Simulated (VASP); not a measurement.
Here is a VASP 6.6.1 calculation.

File INCAR:

```
PREC = Accurate ; ENCUT = 600
EDIFF = 1E-6 ; ISMEAR = 0
SIGMA = 0.02 ; LREAL = Auto
LASPH = True ; NELM = 120
ALGO = Normal ; ISIF = 2
LWAVE = False ; LCHARG = False
GGA = PE ; NBANDS = 86
GGA_COMPAT = False
```

Contents of KPOINTS:

```
Automatic mesh
0
Gamma
  2 2 2
  0.5 0.5 0.5
```

Contents of POSCAR:

```
MgO
1.0
   -4.2535896552     -4.2535896552      4.2535896552
    4.2535896552      4.2535896552      4.2535896552
   -4.2535896552      4.2535896552     -4.2535896552
Mg O
16 16
Direct
    0.7524093921      0.5020524103      0.7515663313
    0.0023500550      0.5020167634      0.5015155685
    0.7523709097      0.7520051092      0.5015170539
    0.2522913625      0.5020476913      0.2515069764
    0.0023838935      0.7521589991      0.2516012598
    0.7523635332      0.0020931469      0.2515905501
    0.5024787626      0.5020587685      0.0015638887
    0.2524204967      0.7520663060      0.0015792597
    0.0023504421      0.0020676538      0.0016442745
    0.7523837415      0.2520341694      0.0015940290
    0.5024455325      0.7520861245      0.7516321520
    0.2523834245      0.0020323359      0.7515504631
    0.0023758569      0.2520279497      0.7515399197
    0.5023769607      0.0021307339      0.5016490222
    0.2524024851      0.2520609233      0.5015743458
    0.5024001560      0.2521109071      0.2515848894
    0.0024390919      0.5021858577      0.0017290995
    0.2523834152      0.5021154966      0.7516893763
    0.0024224940      0.7520617530      0.7517141566
    0.5023853630      0.5021108682      0.5017175340
    0.2523924026      0.7521949458      0.5017338641
    0.0023888983      0.0021778935      0.5016734946
    0.7523997536      0.5020726093      0.2516889345
    0.5024112363      0.7521340402      0.2516534276
    0.2524496397      0.0021898592      0.2517775347
    0.0023571094      0.2521243443      0.2517070606
    0.7524000033      0.7521075876      0.0016837570
    0.5024615812      0.0021645800      0.0017869875
    0.2524128195      0.2521296955      0.0017605108
    0.7523922691      0.0021666629      0.7517709348
    0.5023905235      0.2521892049      0.7517302507
    0.7524156498      0.2521745099      0.5017584511
```

Potentials or basis: VASP PAW PBE potentials, release 64 (Mg, O).

The run is started by

```bash
$ cat potpaw_PBE.64/Mg/POTCAR potpaw_PBE.64/O/POTCAR > POTCAR
$ mpirun -np 1 vasp_std > vasp.out
```

(1) Estimate the pressure.

(2) Estimate the band gap on the k mesh.

(3) Predict the largest force.

## Answers

(1) -0.9 GPa.

(2) 5.88 eV.

(3) 0.010 eV/Å.

Caveat: a shifted mesh leaves out Γ, where band edges can lie.
